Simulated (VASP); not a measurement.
LiSc12: single point with LDA

LiSc12, a slab with vacuum:

```
CELL_PARAMETERS angstrom
6.62000 0.00000 0.00000
3.31000 5.73309 0.00000
0.00000 0.00000 17.27614
ATOMIC_POSITIONS crystal
Sc 0.00000 0.00000 0.05788
Sc 0.50000 0.00000 0.05788
Sc 0.00000 0.50000 0.05788
Sc 0.50000 0.50000 0.05788
Sc 0.83694 0.33145 0.19639
Sc 0.32806 0.33422 0.19585
Sc 0.83598 0.83058 0.19714
Sc 0.33201 0.83370 0.19391
Sc 0.01163 0.99254 0.33848
Sc 0.49707 0.99200 0.33272
Sc 0.98962 0.50317 0.34123
Sc 0.49778 0.50509 0.33062
Li 0.46253 0.75057 0.48184
```

```yaml
Program: VASP 6.6.1
Task: single point
Functional: LDA
Potentials_or_basis: VASP PAW LDA potentials, release 64 (Sc_sv, Li_sv)
Cutoff: 520 eV
k_mesh: 3 × 3 × 1
Occupations: fermi-dirac, width 0.1 eV
Spin: no spin polarisation
Dipole_correction: no
Further_INCAR_settings: ALGO = Normal; EDIFF = 1e-06; NBANDS = 80
```

* Largest force: 0.041 eV/Å
* Band gap on the k mesh: zero (an odd number of electrons rules out a gap without spin polarisation)

Forces on the atoms (eV/Å):
```
Sc  -0.010 -0.001 -0.019
Sc   0.014  0.015 -0.005
Sc   0.002 -0.005 -0.019
Sc  -0.015 -0.031 -0.004
Sc  -0.003  0.001  0.015
Sc   0.004  0.004  0.018
Sc  -0.001 -0.003 -0.008
Sc  -0.006 -0.006  0.003
Sc  -0.005 -0.003  0.006
Sc   0.012  0.007 -0.003
Sc   0.019 -0.006 -0.006
Sc  -0.005 -0.004 -0.003
Li  -0.005  0.032  0.025
```

Levels at points of the mesh, in eV from the Fermi level:
| k point | band 66 | band 67 | band 68 | band 69 | band 70 | band 71 |
| --- | --- | --- | --- | --- | --- | --- |
| (0.00, 0.00, 0.00) | -0.29 | -0.26 | -0.21 | 0.06 | 0.46 | 0.49 |

Run time: 24 min on 1 thread of Intel Xeon 8259CL (shared host), peak memory 0.57 GiB.

Caveat: the k points lie up to 0.37 Å⁻¹ apart, too coarse for converged energies and pressures of a metal.
